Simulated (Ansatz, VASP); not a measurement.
## One calculation of Au, two programs

```
CELL_PARAMETERS angstrom
0.00000 2.05681 2.05681
2.05681 0.00000 2.05681
2.05681 2.05681 0.00000
ATOMIC_POSITIONS crystal
Au 0.00000 0.00000 0.00000
```

Alike in both runs: task single point; functional PBEsol; k mesh 12 × 12 × 12; occupations fermi-dirac, width 0.06 eV; no spin polarisation.

|  | VASP | Ansatz |
| --- | --- | --- |
| version | VASP 6.6.1 | Ansatz 0.2 development build |
| potentials or method | VASP PAW PBE potentials, release 64 (Au), cutoff 520 eV | all-electron full-potential LAPW, scalar-relativistic |

```csv
,VASP,Ansatz,Ansatz less VASP
pressure (GPa),-3.9,-3.6,+0.33
```

VASP's potentials were made for PBE, not for PBEsol. Ansatz ran all-electron here, and VASP with PAW potentials.

Spin-orbit coupling is off throughout.
